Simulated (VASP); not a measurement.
A run of VASP 6.6.1:

The input INCAR:

```
SYSTEM = Pr2F3
ALGO     = Normal         ! electronic algorithm
EDIFF    = 1E-6           ! SCF threshold, eV
EDIFFG   = -0.01          ! ionic threshold
ENCUT    = 600            ! plane-wave cutoff, eV
GGA      = PE             ! functional
IBRION   = 2              ! ionic algorithm
ISIF     = 3              ! what is computed and relaxed
ISMEAR   = 0              ! smearing method
LASPH    = .TRUE.         ! aspherical terms in the spheres
LCHARG   = .FALSE.        ! write CHGCAR
LREAL    = .FALSE.        ! projectors in reciprocal space
LWAVE    = .FALSE.        ! write WAVECAR
NELM     = 80             ! most SCF steps
NSW      = 100            ! ionic steps
PREC     = Accurate       ! precision mode
SIGMA    = 0.1            ! smearing width, eV
```

File KPOINTS:

```
k-points
0
G
  12 12 6
  0 0 0
```

The input POSCAR:

```
Pr2F3
1.0
    3.8285448601      0.0000000000      0.0000000000
   -1.9142724301      3.3156171084      0.0000000000
    0.0000000000      0.0000000000      6.9288663759
Pr F
2 3
Direct
    0.6666666667      0.3333333333      0.7844584518
    0.3333333333      0.6666666667      0.2155415482
    0.6666666667      0.3333333333      0.3963481110
    0.3333333333      0.6666666667      0.6036518890
    0.0000000000      0.0000000000      0.0000000000
```

Potentials or basis: VASP PAW PBE potentials, release 64 (Pr, F).

The run is started by

```sh
$ cat potpaw_PBE.64/Pr/POTCAR potpaw_PBE.64/F/POTCAR > POTCAR
$ mpirun -np 1 vasp_std > vasp.out
```

Hardware: 1 thread of Intel(R) Xeon(R) 6975P-C (Granite Rapids) (shared host).

**Question.** How long does it take, and how much memory?

**Answer.** It took 59 min on 1 thread of Intel(R) Xeon(R) 6975P-C (Granite Rapids), on a shared host, peak memory 0.45 GiB. Counts: scf iterations 353, k points 100, ion steps 23.
